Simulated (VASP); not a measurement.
# TaBr (Pm-3m) in VASP: further runs

TaBr is run at these levels: PBE; tasks: single point, relaxation of cell and atoms.

All numbers are computed with VASP 6.6.1; they aren't measurements. Logs are shortened: lines on timing, memory, paths and dates and some standing lists are left out, and cuts for length are marked.

## (1) The cell of the first run

The structure is cubic, space group Pm-3m (No. 221). Conventional cell: a = 3.764 Å, b = 3.764 Å, c = 3.764 Å, α = 90.00°, β = 90.00°, γ = 90.00°. Within 4.3 Å of Ta (site symmetry m-3m) lie 8 Br at 3.26 Å and 6 Ta at 3.76 Å. Br (site symmetry m-3m) has 8 Ta at 3.26 Å and 6 Br at 3.76 Å within 4.3 Å.

The cell was generated, and may not be a known phase.

## (2) Single point, PBE, collinear spin

File INCAR:

```
SYSTEM = TaBr
PREC     = Accurate       ! precision mode
ENCUT    = 520            ! plane-wave cutoff, eV
EDIFF    = 1E-7           ! SCF threshold, eV
ISMEAR   = 0              ! smearing method
SIGMA    = 0.1            ! smearing width, eV
LREAL    = .False.        ! projectors in reciprocal space
LASPH    = .True.         ! aspherical terms in the spheres
NELM     = 150            ! most SCF steps
ALGO     = Normal         ! electronic algorithm
ISIF     = 2              ! what is computed and relaxed
LWAVE    = .False.        ! write WAVECAR
LCHARG   = .False.        ! write CHGCAR
ISPIN    = 2              ! spin polarisation
MAGMOM   = 1 0            ! initial moments
LORBIT   = 11             ! projections on sites
LMAXMIX  = 4              ! l up to which the mixer works
GGA      = PE             ! functional
NBANDS   = 20             ! bands
```

File KPOINTS:

```
regular mesh
0
Gamma
  4 4 4
  0 0 0
```

File POSCAR:

```
TaBr
1.0
    3.7635387800      0.0000000000      0.0000000000
    0.0000000000      3.7635387800      0.0000000000
    0.0000000000      0.0000000000      3.7635387800
Ta Br
1 1
Direct
    0.5000000000      0.5000000000      0.5000000000
    0.0000000000      0.0000000000      0.0000000000
```

Potentials or basis: VASP PAW PBE potentials, release 64 (Ta_pv, Br).

Launch:

```
$ cat potpaw_PBE.64/Ta_pv/POTCAR potpaw_PBE.64/Br/POTCAR > POTCAR
$ mpirun -np 1 vasp_std > vasp.out
```

OUTCAR:

```text
SYSTEM = TaBr
   PREC = Accurate
   ENCUT = 520
   EDIFF = 1E-7
   ISMEAR = 0
   LREAL = .False.
   LASPH = .True.
   NELM = 150
   ISIF = 2
   ISPIN = 2
   LORBIT = 11
   GGA = PE

 ion  position               nearest neighbor table
   1  0.500  0.500  0.500-
   2  0.000  0.000  0.000-

  LATTYP: Found a simple cubic cell.
 ALAT       =     3.7635387800

  Lattice vectors:

 A1 = (   3.7635387800,   0.0000000000,   0.0000000000)
 A2 = (   0.0000000000,   3.7635387800,   0.0000000000)
 A3 = (   0.0000000000,   0.0000000000,   3.7635387800)

Analysis of symmetry for initial positions (statically):
=====================================================================
 Subroutine PRICEL returns:
 Original cell was already a primitive cell.

 Routine SETGRP: Setting up the symmetry group for a
 simple cubic supercell.

 Subroutine GETGRP returns: Found 48 space group operations
 (whereof 48 operations were pure point group operations)
 out of a pool of 48 trial point group operations.

The static configuration has the point symmetry O_h .

Analysis of symmetry for dynamics (positions and initial velocities):
=====================================================================
 Subroutine PRICEL returns:
 Original cell was already a primitive cell.

 Routine SETGRP: Setting up the symmetry group for a
 simple cubic supercell.

 Subroutine GETGRP returns: Found 48 space group operations
 (whereof 48 operations were pure point group operations)
 out of a pool of 48 trial point group operations.

The dynamic configuration has the point symmetry O_h .

Analysis of structural, dynamic, and magnetic symmetry:
=====================================================================
 Subroutine PRICEL returns:
 Original cell was already a primitive cell.

 Routine SETGRP: Setting up the symmetry group for a
 simple cubic supercell.

 Subroutine GETGRP returns: Found 48 space group operations
 (whereof 48 operations were pure point group operations)
 out of a pool of 48 trial point group operations.

The overall configuration has the point symmetry O_h .

 Subroutine INISYM returns: Found 48 space group operations
 (whereof 48 operations are pure point group operations),
 and found     1 'primitive' translations

----------------------------------------------------------------------------------------

                                     Primitive cell

  volume of cell :      53.3076

  direct lattice vectors                    reciprocal lattice vectors
     3.763538780  0.000000000  0.000000000     0.265707372  0.000000000  0.000000000
     0.000000000  3.763538780  0.000000000     0.000000000  0.265707372  0.000000000
     0.000000000  0.000000000  3.763538780     0.000000000  0.000000000  0.265707372

  length of vectors
     3.763538780  3.763538780  3.763538780     0.265707372  0.265707372  0.265707372

  position of ions in fractional coordinates (direct lattice)
     0.500000000  0.500000000  0.500000000
     0.000000000  0.000000000  0.000000000

  ion indices of the primitive-cell ions
   primitive index   ion index
                 1           1
                 2           2

----------------------------------------------------------------------------------------

 KPOINTS: regular mesh

Automatic generation of k-mesh.
 Grid dimensions read from file:
 generate k-points for:    4    4    4

 Generating k-lattice:

  Cartesian coordinates                     Fractional coordinates (reciprocal lattice)
     0.066426843  0.000000000  0.000000000     0.250000000  0.000000000  0.000000000
     0.000000000  0.066426843  0.000000000     0.000000000  0.250000000  0.000000000
     0.000000000  0.000000000  0.066426843     0.000000000  0.000000000  0.250000000

  Length of vectors
     0.066426843  0.066426843  0.066426843

  Shift w.r.t. Gamma in fractional coordinates (k-lattice)
     0.000000000  0.000000000  0.000000000

 Subroutine IBZKPT returns following result:
 ===========================================

 Found     10 irreducible k-points:

 Following reciprocal coordinates:
            Coordinates               Weight
  0.000000  0.000000  0.000000      1.000000
  0.250000  0.000000  0.000000      6.000000
  0.500000  0.000000  0.000000      3.000000
  0.250000  0.250000  0.000000     12.000000
  0.500000  0.250000  0.000000     12.000000
  0.500000  0.500000  0.000000      3.000000
  0.250000  0.250000  0.250000      8.000000
  0.500000  0.250000  0.250000     12.000000
  0.500000  0.500000  0.250000      6.000000
  0.500000  0.500000  0.500000      1.000000
   k-points           NKPTS =     10   k-points in BZ     NKDIM =     10   number of bands    NBANDS=     20
   number of dos      NEDOS =    301   number of ions     NIONS =      2
   total plane-waves  NPLWV =  21952
   dimension x,y,z NGX =    28 NGY =   28 NGZ =   28
   dimension x,y,z NGXF=    56 NGYF=   56 NGZF=   56
   ions per type =               1   1
   NGX,Y,Z   is equivalent  to a cutoff of  12.37, 12.37, 12.37 a.u.
   NGXF,Y,Z  is equivalent  to a cutoff of  24.74, 24.74, 24.74 a.u.
 SYSTEM =  TaBr
   PREC   = accura    normal or accurate (medium, high low for compatibility)
   ISTART =      0    job   : 0-new  1-cont  2-samecut
   ICHARG =      2    charge: 1-file 2-atom 10-const
   ISPIN  =      2    spin polarized calculation?
   LNONCOLLINEAR =      F non collinear calculations
   LSORBIT =      F    spin-orbit coupling
   LASPH  =      T    aspherical Exc in radial PAW
   ENCUT  =  520.0 eV  38.22 Ry    6.18 a.u.   7.00  7.00  7.00*2*pi/ulx,y,z
   NELM   =    150;   NELMIN=  2; NELMDL= -5     # of ELM steps
   EDIFF  = 0.1E-06   stopping-criterion for ELM
   LREAL  =      F    real-space projection
   EDIFFG = 0.1E-05   stopping-criterion for IOM
   NSW    =      0    number of steps for IOM
   IBRION =     -1    ionic relax: 0-MD 1-quasi-New 2-CG
   NFREE  =      0    steps in history (QN), initial steepest desc. (CG)
   ISIF   =      2    stress and relaxation
   ISYM   =      2    0-nonsym 1-usesym 2-fastsym
   POTIM  = 0.5000    time-step for ionic-motion
   TEBEG  =    0.0;   TEEND  =   0.0 temperature during run
   PSTRESS=    0.0 pullay stress
   NELECT =      18.0000    total number of electrons
   NUPDOWN=      -1.0000    fix difference up-down
   EMIN   =  10.00;   EMAX   =-10.00  energy-range for DOS
   EFERMI =   0.00;   METHOD = LEGACY
   ISMEAR =     0;   SIGMA  =   0.10  broadening in eV -4-tet -1-fermi 0-gaus
   EFERMI_NEDOS =   21; number of points for ismear=-14 and -15
   IALGO  =     38    algorithm
   IMIX   =      4    mixing-type and parameters
     AMIX     =   0.40;   BMIX     =  1.00
     AMIX_MAG =   1.60;   BMIX_MAG =  1.00
  volume/ion in A,a.u.               =      26.65       179.87
  Fermi-wavevector in a.u.,A,eV,Ry     =   1.139994  2.154276 17.681948  1.299587
  Thomas-Fermi vector in A             =   2.276697
   LORBIT       =     11    0 simple, 1 ext, 2 COOP (PROOUT), +10 PAW based schemes
   GGA     = PE    functional components
   LHFCALC =     F    Hartree Fock is set to
   AEXX    =    0.0000 exact exchange contribution
   IVDW    =     0    specifies the selected vdW correction
   LEPSILON=     F    determine dielectric tensor
   LRPA    =     F    only Hartree local field effects (RPA)
 spin polarized calculation
 Gauss-broadening in eV      SIGMA  =   0.10
  energy-cutoff  :      520.00
  volume of cell :       53.31
 maximum number of plane-waves:      1472
 NGX is ok and might be reduce to    28
   NGX = 13   NGY = 13   NGZ = 13

 number of electron      17.9999995 magnetization       0.5479038

 Free energy of the ion-electron system (eV)
  ---------------------------------------------------
  ext. energy  EPLUGINS =         0.00000000
  ---------------------------------------------------
  free energy    TOTEN  =       -10.20147294 eV

  energy without entropy =      -10.19191265  energy(sigma->0) =      -10.19669279

 E-fermi :   4.0914     XC(G=0): -10.0526

 val. band max:        4.0459213705   @ k =   0.2500   0.0000   0.0000
 cond. band min:       4.1375339615   @ k =   0.2500   0.2500   0.2500
 fundamental gap:      0.0916125910
 Fermi energy:         4.0914297578

 spin component 1

 k-point     1 :       0.0000    0.0000    0.0000
  band No.  band energies     occupation
      1     -31.7849      1.00000
      2     -31.7849      1.00000
      3     -31.7849      1.00000
      4     -12.8631      1.00000
      5       0.1163      1.00000
      6       0.1163      1.00000
[... 12 lines left out ...]
     19      16.3995      0.00000
     20      17.2607      0.00000
[... 185 lines left out ...]
 k-point    10 :       0.5000    0.5000    0.5000
  band No.  band energies     occupation
      1     -31.8176      1.00000
      2     -31.8176      1.00000
      3     -31.8176      1.00000
      4     -12.1010      1.00000
      5      -1.8639      1.00000
      6      -1.8639      1.00000
[... 12 lines left out ...]
     19      18.1619      0.00000
     20      18.1619      0.00000
 Fermi energy:         4.0914297578

 spin component 2

 k-point     1 :       0.0000    0.0000    0.0000
  band No.  band energies     occupation
      1     -31.5287      1.00000
      2     -31.5287      1.00000
      3     -31.5287      1.00000
      4     -12.8599      1.00000
      5       0.1283      1.00000
      6       0.1283      1.00000
[... 12 lines left out ...]
     19      16.7086      0.00000
     20      17.3134      0.00000
[... 185 lines left out ...]
 k-point    10 :       0.5000    0.5000    0.5000
  band No.  band energies     occupation
      1     -31.5617      1.00000
      2     -31.5617      1.00000
      3     -31.5617      1.00000
      4     -12.1113      1.00000
      5      -1.7789      1.00000
      6      -1.7789      1.00000
[... 12 lines left out ...]
     19      18.3061      0.00000
     20      18.3061      0.00000

------------------------ aborting loop because EDIFF is reached ----------------------------------------

  FORCE on cell =-STRESS in cart. coord.  units (eV):
  Direction    XX          YY          ZZ          XY          YZ          ZX
  --------------------------------------------------------------------------------------
  -------------------------------------------------------------------------------------
  Total       -5.5108876     -5.5108876     -5.5108876     -0.0000000     -0.0000000      0.0000000
  in kB     -165.6315067   -165.6315067   -165.6315067     -0.0000000     -0.0000000      0.0000000
  external PRESSURE =    -165.6315067 kB  Pullay stress =       0.0000000 kB

 VOLUME and BASIS-vectors are now :
 -----------------------------------------------------------------------------
  energy-cutoff  :      520.00
  volume of cell :       53.31
      direct lattice vectors                 reciprocal lattice vectors
     3.763538780  0.000000000  0.000000000     0.265707372  0.000000000  0.000000000
     0.000000000  3.763538780  0.000000000     0.000000000  0.265707372  0.000000000
     0.000000000  0.000000000  3.763538780     0.000000000  0.000000000  0.265707372

 POSITION                                       TOTAL-FORCE (eV/Angst)
 -----------------------------------------------------------------------------------
      1.88177      1.88177      1.88177         0.000000      0.000000      0.000000
      0.00000      0.00000      0.00000         0.000000      0.000000      0.000000
 -----------------------------------------------------------------------------------
    total drift:                                0.000000      0.000000      0.000000

  FREE ENERGIE OF THE ION-ELECTRON SYSTEM (eV)
  ---------------------------------------------------
  free  energy   TOTEN  =       -10.2014729357 eV

  energy  without entropy=      -10.1919126528  energy(sigma->0) =      -10.19669279

 total charge

# of ion       s       p       d       tot
------------------------------------------
    1        0.296   5.991   2.108   8.395
    2        1.654   3.016   0.049   4.719
--------------------------------------------------
tot          1.949   9.007   2.157  13.114

 magnetization (x)

# of ion       s       p       d       tot
------------------------------------------
    1        0.003   0.004   0.371   0.379
    2        0.011  -0.024   0.005  -0.009
--------------------------------------------------
tot          0.014  -0.020   0.376   0.370
```

Wall time 11 s (1 thread of Intel Xeon 6975P-C (Granite Rapids), shared host); peak memory 0.17 GiB.

Results:

```yaml
Free_energy: -10.2015 eV
Pressure: -16.6 GPa
Net_moment: 0.55 μB per cell
Site_moments: Ta +0.38; Br -0.01 μB
Valence_electrons_inside_the_program's_atomic_spheres: Ta 8.39; Br 4.72
```

Levels at points of the mesh, in eV from the Fermi level:
Spin up:
| k point | band 7 | band 8 | band 9 | band 10 | band 11 | band 12 |
| --- | --- | --- | --- | --- | --- | --- |
| (0.00, 0.00, 0.00) | -3.98 | -2.88 | -1.72 | -1.72 | 0.73 | 0.73 |
| (0.50, 0.00, 0.00) | -4.16 | -1.21 | 0.86 | 0.92 | 1.30 | 1.30 |
| (0.50, 0.50, 0.00) | -3.43 | -2.44 | -0.68 | -0.19 | -0.19 | 1.74 |
| (0.50, 0.50, 0.50) | -5.96 | 1.66 | 1.66 | 1.66 | 1.74 | 1.74 |
Spin down:
```tsv
k point	band 5	band 6	band 7	band 8	band 9	band 10	band 11	band 12	band 13	band 14
(0.00, 0.00, 0.00)	-3.96	-3.96	-3.96	-2.65	-1.55	-1.55	1.18	1.18	1.18	7.67
(0.50, 0.00, 0.00)	-7.07	-4.10	-4.10	-1.04	1.01	1.38	1.68	1.68	1.69	2.86
(0.50, 0.50, 0.00)	-5.76	-5.76	-3.43	-2.23	-0.29	0.24	0.24	1.95	2.26	5.64
(0.50, 0.50, 0.50)	-5.87	-5.87	-5.87	1.90	1.90	1.90	2.01	2.01	2.01	2.02
```

Caveat: the k points lie up to 0.42 Å⁻¹ apart; spin-orbit coupling is left out, which moves the levels of the heavy elements.

## (3) Relaxation of cell and atoms, PBE

This run uses another cell than the first one, of 18.26 Å³/atom.

File INCAR:

```
PREC = Accurate
ENCUT = 600
EDIFF = 1E-6
ISMEAR = 0
SIGMA = 0.1
LREAL = F
LASPH = T
NELM = 60
ALGO = Normal
ISIF = 3
LWAVE = F
LCHARG = F
GGA = PE
IBRION = 2
NSW = 90
EDIFFG = -0.04
```

File KPOINTS:

```
Automatic mesh
0
Gamma
  6 6 6
```

File POSCAR:

```
TaBr
1.0
    3.3180453065      0.0000000000      0.0000000000
    0.0000000000      3.3180453065      0.0000000000
    0.0000000000      0.0000000000      3.3180453065
Ta Br
1 1
Direct
    0.5000000000      0.5000000000      0.5000000000
    0.0000000000      0.0000000000      0.0000000000
```

Potentials or basis: VASP PAW PBE potentials, release 64 (Ta_pv, Br).

Launch:

```
$ cat potpaw_PBE.64/Ta_pv/POTCAR potpaw_PBE.64/Br/POTCAR > POTCAR
$ mpirun -np 1 vasp_std > vasp.out
```

OUTCAR:

```text
PREC = Accurate
   ENCUT = 600
   EDIFF = 1E-6
   ISMEAR = 0
   LREAL = F
   LASPH = T
   NELM = 60
   ISIF = 3
   GGA = PE
   IBRION = 2
   NSW = 90
   EDIFFG = -0.04

 ion  position               nearest neighbor table
   1  0.500  0.500  0.500-   2 2.87   2 2.87   2 2.87   2 2.87   2 2.87   2 2.87   2 2.87   2 2.87

   2  0.000  0.000  0.000-   1 2.87   1 2.87   1 2.87   1 2.87   1 2.87   1 2.87   1 2.87   1 2.87

  LATTYP: Found a simple cubic cell.
 ALAT       =     3.3180453065

  Lattice vectors:
[... 550 lines left out ...]

  FORCE on cell =-STRESS in cart. coord.  units (eV):
  Direction    XX          YY          ZZ          XY          YZ          ZX
  --------------------------------------------------------------------------------------
  -------------------------------------------------------------------------------------
  Total        0.0278331      0.0278331      0.0278331      0.0000000      0.0000000      0.0000000
  in kB        1.2587252      1.2587252      1.2587252      0.0000000      0.0000000      0.0000000
  external PRESSURE =       1.2587252 kB  Pullay stress =       0.0000000 kB

 VOLUME and BASIS-vectors are now :
 -----------------------------------------------------------------------------
  energy-cutoff  :      600.00
  volume of cell :       35.43
      direct lattice vectors                 reciprocal lattice vectors
     3.284332003 -0.000000000 -0.000000000     0.304475917 -0.000000000 -0.000000000
     0.000000000  3.284332003 -0.000000000     0.000000000  0.304475917  0.000000000
     0.000000000 -0.000000000  3.284332003     0.000000000  0.000000000  0.304475917

 POSITION                                       TOTAL-FORCE (eV/Angst)
 -----------------------------------------------------------------------------------
      1.64217      1.64217      1.64217         0.000000     -0.000000      0.000000
      0.00000      0.00000      0.00000        -0.000000      0.000000      0.000000
 -----------------------------------------------------------------------------------
    total drift:                                0.000000      0.000000      0.000000

  FREE ENERGIE OF THE ION-ELECTRON SYSTEM (eV)
  ---------------------------------------------------
  free  energy   TOTEN  =       -11.3428674601 eV

  energy  without entropy=      -11.3181845064  energy(sigma->0) =      -11.33052598

 reached required accuracy - stopping structural energy minimisation
```

It took 8.9 s on 1 thread of Intel Xeon 6975P-C (Granite Rapids), shared host; peak memory 0.16 GiB.

What came out:

```yaml
Free_energy: -11.3429 eV
Relaxed_volume: 17.71 Å³/atom
Relaxed_cell: a = 3.284 Å, b = 3.284 Å, c = 3.284 Å, α = 90.00°, β = 90.00°, γ = 90.00°
Space_group_after_relaxing_to_0.1_Å: Pm-3m (No. 221)
Energy_gained_by_relaxing: 3.4 meV/atom
Ionic_steps: 2
Pressure_after_relaxing: 0.1 GPa
Band_gap_on_the_k_mesh: zero (bands 9 and 10 overlap by 3.51 eV)
```

Step by step:
| step | energy change (eV) | largest force (eV/Å) | pressure (GPa) | volume (Å³) |
| --- | --- | --- | --- | --- |
| 1 | 0.0000 | 0.0000 | -1.85 | 36.53 |
| 2 | -0.0067 | 0.0000 | 0.13 | 35.43 |

Final structure:
```
Ta Br
1.0
     3.28433    0.00000    0.00000
     0.00000    3.28433    0.00000
     0.00000    0.00000    3.28433
Ta Br
1 1
Direct
  0.50000 0.50000 0.50000
  0.00000 0.00000 0.00000
```

Caveat: spin-orbit coupling is left out, which moves the levels of the heavy elements.

The gap in the log of VASP goes by the Fermi energy; the results here count the filled bands.